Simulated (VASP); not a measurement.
# Li4Se3 (P-43m) in VASP: a series of runs

Li4Se3 is run at these levels: PBE; tasks: single point, relaxation of cell and atoms.

Everything below comes from runs of VASP 6.6.1. Logs are shortened: lines on timing, memory, paths and dates and some standing lists are left out, and cuts for length are marked.

## 1. The cell of the first run

Symmetry: P-43m, No. 215, cubic system. The conventional cell has a = 5.983 Å, b = 5.983 Å, c = 5.983 Å, α = 90.00°, β = 90.00°, γ = 90.00°. Li (site symmetry 3m) has 3 Se at 2.47 Å within 3.3 Å. Within 3.3 Å of Se (site symmetry -42m) lie 4 Li at 2.47 Å.

## 2. Single point, PBE

The input, INCAR:

```
PREC = Accurate ; ENCUT = 520
EDIFF = 1E-6 ; ISMEAR = 0
SIGMA = 0.1 ; LREAL = False
LASPH = True ; NELM = 100
ALGO = Normal ; ISIF = 2
LWAVE = False ; LCHARG = True
GGA = PE ; LELF = True
LVHAR = True ; NBANDS = 24
```

The input, KPOINTS:

```
Automatic mesh
0
Gamma
  6 6 6
```

The input, POSCAR:

```
Li4Se3
1.0
    5.9825652453      0.0000000000      0.0000000000
    0.0000000000      5.9825652453      0.0000000000
    0.0000000000      0.0000000000      5.9825652453
Li Se
4 3
Direct
    0.7952732850      0.7952732850      0.7952732850
    0.7952732850      0.2047267150      0.2047267150
    0.2047267150      0.7952732850      0.2047267150
    0.2047267150      0.2047267150      0.7952732850
    0.0000000000      0.0000000000      0.5000000000
    0.0000000000      0.5000000000      0.0000000000
    0.5000000000      0.0000000000      0.0000000000
```

Potentials or basis: VASP PAW PBE potentials, release 64 (Li_sv, Se).

Command:

```
$ cat potpaw_PBE.64/Li_sv/POTCAR potpaw_PBE.64/Se/POTCAR > POTCAR
$ mpirun -np 1 vasp_std > vasp.out
```

OUTCAR:

```text
PREC = Accurate
   ENCUT = 520
   EDIFF = 1E-6
   ISMEAR = 0
   LREAL = False
   LASPH = True
   NELM = 100
   ISIF = 2
   GGA = PE

 ion  position               nearest neighbor table
   1  0.795  0.795  0.795-   5 2.47   6 2.47   7 2.47
   2  0.795  0.205  0.205-   5 2.47   6 2.47   7 2.47
   3  0.205  0.795  0.205-   5 2.47   6 2.47   7 2.47
   4  0.205  0.205  0.795-   5 2.47   6 2.47   7 2.47
   5  0.000  0.000  0.500-   1 2.47   2 2.47   3 2.47   4 2.47
   6  0.000  0.500  0.000-   1 2.47   2 2.47   3 2.47   4 2.47
   7  0.500  0.000  0.000-   1 2.47   2 2.47   3 2.47   4 2.47

  LATTYP: Found a simple cubic cell.
 ALAT       =     5.9825652453

  Lattice vectors:

 A1 = (   5.9825652453,   0.0000000000,   0.0000000000)
 A2 = (   0.0000000000,   5.9825652453,   0.0000000000)
 A3 = (   0.0000000000,   0.0000000000,   5.9825652453)

Analysis of symmetry for initial positions (statically):
=====================================================================
 Subroutine PRICEL returns:
 Original cell was already a primitive cell.

 Routine SETGRP: Setting up the symmetry group for a
 simple cubic supercell.

 Subroutine GETGRP returns: Found 24 space group operations
 (whereof 24 operations were pure point group operations)
 out of a pool of 48 trial point group operations.

The static configuration has the point symmetry T_d .

Analysis of symmetry for dynamics (positions and initial velocities):
=====================================================================
 Subroutine PRICEL returns:
 Original cell was already a primitive cell.

 Routine SETGRP: Setting up the symmetry group for a
 simple cubic supercell.

 Subroutine GETGRP returns: Found 24 space group operations
 (whereof 24 operations were pure point group operations)
 out of a pool of 48 trial point group operations.

The dynamic configuration has the point symmetry T_d .

 Subroutine INISYM returns: Found 24 space group operations
 (whereof 24 operations are pure point group operations),
 and found     1 'primitive' translations

----------------------------------------------------------------------------------------

                                     Primitive cell

  volume of cell :     214.1225

  direct lattice vectors                    reciprocal lattice vectors
     5.982565245  0.000000000  0.000000000     0.167152377  0.000000000  0.000000000
     0.000000000  5.982565245  0.000000000     0.000000000  0.167152377  0.000000000
     0.000000000  0.000000000  5.982565245     0.000000000  0.000000000  0.167152377

  length of vectors
     5.982565245  5.982565245  5.982565245     0.167152377  0.167152377  0.167152377

  position of ions in fractional coordinates (direct lattice)
     0.795273285  0.795273285  0.795273285
     0.795273285  0.204726715  0.204726715
     0.204726715  0.795273285  0.204726715
     0.204726715  0.204726715  0.795273285
     0.000000000  0.000000000  0.500000000
     0.000000000  0.500000000  0.000000000
     0.500000000  0.000000000  0.000000000

  ion indices of the primitive-cell ions
   primitive index   ion index
                 1           1
                 2           2
                 3           3
                 4           4
                 5           5
                 6           6
                 7           7

----------------------------------------------------------------------------------------

 KPOINTS: Automatic mesh

Automatic generation of k-mesh.
 Grid dimensions read from file:
 generate k-points for:    6    6    6

 Generating k-lattice:

  Cartesian coordinates                     Fractional coordinates (reciprocal lattice)
     0.027858729  0.000000000  0.000000000     0.166666667  0.000000000  0.000000000
     0.000000000  0.027858729  0.000000000     0.000000000  0.166666667  0.000000000
     0.000000000  0.000000000  0.027858729     0.000000000  0.000000000  0.166666667

  Length of vectors
     0.027858729  0.027858729  0.027858729

  Shift w.r.t. Gamma in fractional coordinates (k-lattice)
     0.000000000  0.000000000  0.000000000

 Subroutine IBZKPT returns following result:
 ===========================================

 Found     20 irreducible k-points:

 Following reciprocal coordinates:
            Coordinates               Weight
  0.000000  0.000000  0.000000      1.000000
  0.166667  0.000000  0.000000      6.000000
  0.333333  0.000000  0.000000      6.000000
  0.500000  0.000000  0.000000      3.000000
  0.166667  0.166667  0.000000     12.000000
  0.333333  0.166667  0.000000     24.000000
[... 12 lines left out ...]
  0.500000  0.500000  0.333333      6.000000
  0.500000  0.500000  0.500000      1.000000
   k-points           NKPTS =     20   k-points in BZ     NKDIM =     20   number of bands    NBANDS=     24
   number of dos      NEDOS =    301   number of ions     NIONS =      7
   total plane-waves  NPLWV = 110592
   dimension x,y,z NGX =    48 NGY =   48 NGZ =   48
   dimension x,y,z NGXF=    96 NGYF=   96 NGZF=   96
   ions per type =               4   3
   NGX,Y,Z   is equivalent  to a cutoff of  13.34, 13.34, 13.34 a.u.
   NGXF,Y,Z  is equivalent  to a cutoff of  26.68, 26.68, 26.68 a.u.
 SYSTEM =  unknown system
   PREC   = accura    normal or accurate (medium, high low for compatibility)
   ISTART =      0    job   : 0-new  1-cont  2-samecut
   ICHARG =      2    charge: 1-file 2-atom 10-const
   ISPIN  =      1    spin polarized calculation?
   LNONCOLLINEAR =      F non collinear calculations
   LSORBIT =      F    spin-orbit coupling
   LASPH  =      T    aspherical Exc in radial PAW
   ENCUT  =  520.0 eV  38.22 Ry    6.18 a.u.  11.12 11.12 11.12*2*pi/ulx,y,z
   NELM   =    100;   NELMIN=  2; NELMDL= -5     # of ELM steps
   EDIFF  = 0.1E-05   stopping-criterion for ELM
   LREAL  =      F    real-space projection
   EDIFFG = 0.1E-04   stopping-criterion for IOM
   NSW    =      0    number of steps for IOM
   IBRION =     -1    ionic relax: 0-MD 1-quasi-New 2-CG
   NFREE  =      0    steps in history (QN), initial steepest desc. (CG)
   ISIF   =      2    stress and relaxation
   ISYM   =      2    0-nonsym 1-usesym 2-fastsym
   POTIM  = 0.5000    time-step for ionic-motion
   TEBEG  =    0.0;   TEEND  =   0.0 temperature during run
   PSTRESS=    0.0 pullay stress
   NELECT =      30.0000    total number of electrons
   NUPDOWN=      -1.0000    fix difference up-down
   EMIN   =  10.00;   EMAX   =-10.00  energy-range for DOS
   EFERMI =   0.00;   METHOD = LEGACY
   ISMEAR =     0;   SIGMA  =   0.10  broadening in eV -4-tet -1-fermi 0-gaus
   EFERMI_NEDOS =   21; number of points for ismear=-14 and -15
   IALGO  =     38    algorithm
   IMIX   =      4    mixing-type and parameters
     AMIX     =   0.40;   BMIX     =  1.00
     AMIX_MAG =   1.60;   BMIX_MAG =  1.00
  volume/ion in A,a.u.               =      30.59       206.42
  Fermi-wavevector in a.u.,A,eV,Ry     =   0.850278  1.606793  9.836649  0.722973
  Thomas-Fermi vector in A             =   1.966231
   LORBIT       =      0    0 simple, 1 ext, 2 COOP (PROOUT), +10 PAW based schemes
   GGA     = PE    functional components
   LHFCALC =     F    Hartree Fock is set to
   AEXX    =    0.0000 exact exchange contribution
   IVDW    =     0    specifies the selected vdW correction
   LEPSILON=     F    determine dielectric tensor
   LRPA    =     F    only Hartree local field effects (RPA)
 non-spin polarized calculation
 Gauss-broadening in eV      SIGMA  =   0.10
  energy-cutoff  :      520.00
  volume of cell :      214.12
 maximum number of plane-waves:      5832
 NGX is ok and might be reduce to    48
   NGX = 23   NGY = 23   NGZ = 23

 number of electron      29.9999979 magnetization

 Free energy of the ion-electron system (eV)
  ---------------------------------------------------
  ext. energy  EPLUGINS =         0.00000000
  ---------------------------------------------------
  free energy    TOTEN  =       -22.39076894 eV

  energy without entropy =      -22.33823075  energy(sigma->0) =      -22.36449984

 E-fermi :  -1.5108     XC(G=0):  -6.4036

 val. band max:       -1.5159507284   @ k =   0.1667   0.0000   0.0000
 cond. band min:      -1.4965735042   @ k =   0.1667   0.1667   0.1667
 fundamental gap:      0.0193772243
 Fermi energy:        -1.5107655778

 k-point     1 :       0.0000    0.0000    0.0000
  band No.  band energies     occupation
      1     -45.9957      2.00000
      2     -45.9938      2.00000
      3     -45.9938      2.00000
      4     -45.9938      2.00000
      5     -12.4266      2.00000
      6     -12.1116      2.00000
[... 16 lines left out ...]
     23       5.6451      0.00000
     24       6.6560      0.00000

 k-point     2 :       0.1667    0.0000    0.0000
  band No.  band energies     occupation
      1     -45.9957      2.00000
      2     -45.9938      2.00000
      3     -45.9938      2.00000
      4     -45.9938      2.00000
      5     -12.4084      2.00000
      6     -12.1307      2.00000
[... 16 lines left out ...]
     23       5.7398      0.00000
     24       6.4374      0.00000

 k-point     3 :       0.3333    0.0000    0.0000
  band No.  band energies     occupation
      1     -45.9956      2.00000
      2     -45.9939      2.00000
      3     -45.9938      2.00000
      4     -45.9938      2.00000
      5     -12.3612      2.00000
      6     -12.1796      2.00000
[... 16 lines left out ...]
     23       5.6753      0.00000
     24       6.5307      0.00000
[... 406 lines left out ...]
 k-point    19 :       0.5000    0.5000    0.3333
  band No.  band energies     occupation
      1     -45.9953      2.00000
      2     -45.9940      2.00000
      3     -45.9940      2.00000
      4     -45.9939      2.00000
      5     -12.2106      2.00000
      6     -12.2105      2.00000
[... 16 lines left out ...]
     23       5.6970      0.00000
     24       6.3605      0.00000

 k-point    20 :       0.5000    0.5000    0.5000
  band No.  band energies     occupation
      1     -45.9953      2.00000
      2     -45.9940      2.00000
      3     -45.9940      2.00000
      4     -45.9940      2.00000
      5     -12.2093      2.00000
      6     -12.2093      2.00000
[... 16 lines left out ...]
     23       5.9571      0.00000
     24       6.2882      0.00000

------------------------ aborting loop because EDIFF is reached ----------------------------------------

  FORCE on cell =-STRESS in cart. coord.  units (eV):
  Direction    XX          YY          ZZ          XY          YZ          ZX
  --------------------------------------------------------------------------------------
  -------------------------------------------------------------------------------------
  Total        0.0404344      0.0404344      0.0404344     -0.0000000      0.0000000     -0.0000000
  in kB        0.3025512      0.3025512      0.3025512     -0.0000000      0.0000000     -0.0000000
  external PRESSURE =       0.3025512 kB  Pullay stress =       0.0000000 kB

 VOLUME and BASIS-vectors are now :
 -----------------------------------------------------------------------------
  energy-cutoff  :      520.00
  volume of cell :      214.12
      direct lattice vectors                 reciprocal lattice vectors
     5.982565245  0.000000000  0.000000000     0.167152377  0.000000000  0.000000000
     0.000000000  5.982565245  0.000000000     0.000000000  0.167152377  0.000000000
     0.000000000  0.000000000  5.982565245     0.000000000  0.000000000  0.167152377

 POSITION                                       TOTAL-FORCE (eV/Angst)
 -----------------------------------------------------------------------------------
      4.75777      4.75777      4.75777         0.000894      0.000894      0.000894
      4.75777      1.22479      1.22479         0.000894     -0.000894     -0.000894
      1.22479      4.75777      1.22479        -0.000894      0.000894     -0.000894
      1.22479      1.22479      4.75777        -0.000894     -0.000894      0.000894
      0.00000      0.00000      2.99128        -0.000000      0.000000     -0.000000
      0.00000      2.99128      0.00000         0.000000      0.000000     -0.000000
      2.99128      0.00000      0.00000        -0.000000      0.000000     -0.000000
 -----------------------------------------------------------------------------------
    total drift:                               -0.000000     -0.000000     -0.000000

  FREE ENERGIE OF THE ION-ELECTRON SYSTEM (eV)
  ---------------------------------------------------
  free  energy   TOTEN  =       -22.3907689404 eV

  energy  without entropy=      -22.3382307457  energy(sigma->0) =      -22.36449984
```

Run time: 2 min. Hardware: 1 thread of AMD EPYC 7R43 (Zen 3), shared host; peak memory 0.32 GiB.

What came out:

```
Free energy            : -22.3908 eV
Band gap on the k mesh : zero (band 15 reaches -1.23 eV, above the bottom of band 16 at -1.68 eV)
```

Levels at points of the mesh, in eV from the Fermi level:
| k point | band 11 | band 12 | band 13 | band 14 | band 15 | band 16 | band 17 | band 18 | band 19 | band 20 |
| --- | --- | --- | --- | --- | --- | --- | --- | --- | --- | --- |
| (0.00, 0.00, 0.00) | -0.45 | -0.45 | -0.45 | 0.04 | 0.04 | 0.04 | 3.28 | 3.79 | 5.75 | 5.75 |
| (0.50, 0.00, 0.00) | -0.78 | -0.61 | -0.50 | -0.50 | -0.13 | -0.13 | 4.71 | 4.93 | 4.95 | 6.86 |
| (0.50, 0.50, 0.00) | -0.70 | -0.70 | -0.50 | -0.50 | -0.22 | 0.27 | 5.23 | 5.60 | 6.16 | 6.16 |
| (0.50, 0.50, 0.50) | -1.37 | -0.20 | -0.20 | 0.28 | 0.28 | 0.28 | 4.28 | 6.55 | 6.55 | 6.55 |

Caveat: the cutoff is under 1.25 times the usual one of these potentials, so pressure, stress and relaxed cells hold a basis-set (Pulay) error.

[end of part 1 of 2]
